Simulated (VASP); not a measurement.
Crystal: FePb2O4.

```xyz
7
Lattice="-3.1900 3.1900 2.6020 3.1900 -3.1900 2.6020 3.1900 3.1900 -2.6020" Properties=species:S:1:pos:R:3 pbc="T T T"
Fe    0.0000    0.0000    0.0000
Pb    0.0000    3.1900    1.3010
Pb    3.1900    0.0000    1.3010
O     1.9140    1.9140    0.0000
O     1.2760   -1.2760    2.6020
O     1.2760    1.2760    2.6020
O    -1.2760    1.2760    2.6020
```

The cell was generated, and may not be a known phase.

```yaml
Program: VASP 6.6.1
Task: relaxation of cell and atoms
Functional: PBE
Potentials_or_basis: VASP PAW PBE potentials, release 64 (Fe, Pb_d, O)
Cutoff: 600 eV
k_mesh: 3 × 3 × 3
Occupations: gaussian, width 0.15 eV
Spin: collinear spin, ferromagnetic start
Starting_moments: "[4.0, 0.0, 0.0, 0.0, 0.0, 0.0, 0.0] μB"
```

At the start: pressure 1.6 GPa; volume 15.13 Å³/atom.

**Question.** Where does the relaxation end?

**Answer.** Over 14 steps the energy falls by 1485.7 meV/atom and the volume is 15.93 Å³/atom (+5.3 %); space group I4/mmm (No. 139, to 0.1 Å) before and after; moment 2.75 μB per cell.

The path:
| step | energy change (eV) | largest force (eV/Å) | pressure (GPa) | volume (Å³) |
| --- | --- | --- | --- | --- |
| 1 | 0.0000 | 1.8088 | 1.58 | 105.91 |
| 2 | -3.4234 | 2.8976 | -6.25 | 107.03 |
| 3 | -6.6374 | 1.2929 | 2.79 | 98.37 |
| 4 | -6.6323 | 3.7077 | -6.10 | 104.09 |
| 5 | -7.0359 | 3.4955 | -4.66 | 102.61 |
| 6 | -7.0285 | 3.6094 | 22.30 | 96.09 |
| 7 | -8.2352 | 1.2066 | 4.62 | 98.95 |
| 8 | -9.8048 | 0.0193 | 4.49 | 103.91 |
| 9 | -10.2182 | 1.2657 | 6.36 | 107.54 |
| 10 | -9.7294 | 1.8132 | -9.53 | 122.35 |
| 11 | -10.3974 | 0.1061 | -0.70 | 112.29 |
| 12 | -10.3981 | 0.0443 | -0.37 | 112.03 |
| 13 | -10.3980 | 0.0223 | -0.26 | 111.94 |
| 14 | -10.4000 | 0.0268 | 0.06 | 111.52 |

Final structure:
```xyz
7
Lattice="-2.9149 2.9149 3.2813 2.9149 -2.9149 3.2813 2.9149 2.9149 -3.2813" Properties=species:S:1:pos:R:3 pbc="T T T"
Fe    0.0000    0.0000    0.0000
Pb    0.0000    2.9149    1.6407
Pb    2.9149    0.0000    1.6407
O     1.2845    1.2845    0.0000
O     1.6304   -1.6304    3.2813
O     1.6304    1.6304    3.2813
O    -1.6304    1.6304    3.2813
```

Caveat: the k points lie up to 0.48 Å⁻¹ apart in the final cell; a cell with one magnetic atom can't hold antiferromagnetic order, which such compounds often take.
